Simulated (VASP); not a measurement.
Wanted: the native input for a VASP 6.6.1 run.

```
Task                   : single point
Functional             : LDA
Potentials or basis    : VASP PAW LDA potentials, release 64 (Ir, Se)
Cutoff                 : 520 eV
k mesh                 : 10 × 10 × 10
Occupations            : gaussian, width 0.05 eV
Spin                   : no spin polarisation
Dipole correction      : no
Further INCAR settings : ALGO = Normal; EDIFF = 1e-06; NBANDS = 14
```

The structure of IrSe lies in POSCAR:

```
IrSe
1.0
    0.0000000000      2.7820649878      2.7820649878
    2.7820649878      0.0000000000      2.7820649878
    2.7820649878      2.7820649878      0.0000000000
Ir Se
1 1
Direct
    0.0000000000      0.0000000000      0.0000000000
    0.2500000000      0.2500000000      0.2500000000
```

One way to write it, as run:

INCAR

```
PREC = Accurate ; ENCUT = 520
EDIFF = 1E-6 ; ISMEAR = 0
SIGMA = 0.05 ; LREAL = False
LASPH = True ; NELM = 80
ALGO = Normal ; ISIF = 2
LWAVE = False ; LCHARG = True
LELF = True ; LVHAR = True
NBANDS = 14
```

KPOINTS

```
regular mesh
0
Gamma
  10 10 10
```

Potentials or basis: VASP PAW LDA potentials, release 64 (Ir, Se).

Run with:

```console
$ cat potpaw_LDA.64/Ir/POTCAR potpaw_LDA.64/Se/POTCAR > POTCAR
$ mpirun -np 1 vasp_std > vasp.out
```

Results of the run:

- Pressure: -6.8 GPa
- Band gap on the k mesh: zero (an odd number of electrons rules out a gap without spin polarisation)

Caveat: the cell stands under tension; spin-orbit coupling is left out, which moves the levels of the heavy elements.

Run time: 52 s on 1 thread of Intel Xeon 8259CL, with other jobs on the host, peak memory 0.17 GiB.
